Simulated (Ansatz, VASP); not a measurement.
One calculation of BeCd2S3, two programs

```xyz
12
Lattice="-0.0590 0.0472 -6.3360 6.1166 -3.3583 0.0802 -6.2329 -3.5592 -0.0295" Properties=species:S:1:pos:R:3 pbc="T T T"
Be    0.0015   -6.0954   -2.9290
Be   -0.1367   -1.2499    0.0329
Cd    1.7762   -2.2006   -3.2560
Cd   -1.9023   -4.5758    0.1664
Cd   -2.0870   -1.9448   -3.1578
Cd    1.9220   -4.7092    0.0470
S     1.5439   -4.9525   -2.6109
S    -2.0540   -4.7923   -2.9489
S    -0.0652   -0.7282   -2.4434
S     1.7866   -1.9563   -5.5813
S    -1.7981   -2.1501   -5.6199
S     0.0014   -5.8988   -5.1719
```

Change from the starting cell: cell x1, atoms moved at random (sigma 0.15 Å) and cell strained at random (1.5 %), then relaxed without symmetry.

Alike in both runs: task relaxation of cell and atoms; functional PBE; k mesh 2 × 2 × 2; occupations gaussian, width 0.1 eV; no spin polarisation.

|  | VASP | Ansatz |
| --- | --- | --- |
| version | VASP 6.6.1 | Ansatz 0.2.0 |
| potentials or method | VASP PAW PBE potentials, release 64 (Be, Cd, S), cutoff 600 eV | scalar-relativistic, plane waves, PAW |
| valence electrons in the cell | 88 | 120 |

```tsv
	VASP	Ansatz	Ansatz less VASP
gap on the k mesh at the Fermi level, each at its own relaxed structure (eV)	1.97	1.97	+0.004
relaxed volume (Å³/atom)	21.43	21.37	-0.065
relaxed cell length with the largest relative difference (Å)	6.835	6.827	-0.0082
```

VASP's potentials hold 88 valence electrons a cell and Ansatz's 120, so a difference there can come from the potentials and not from the codes.

The k mesh is coarse, so the values compare programs but aren't converged.
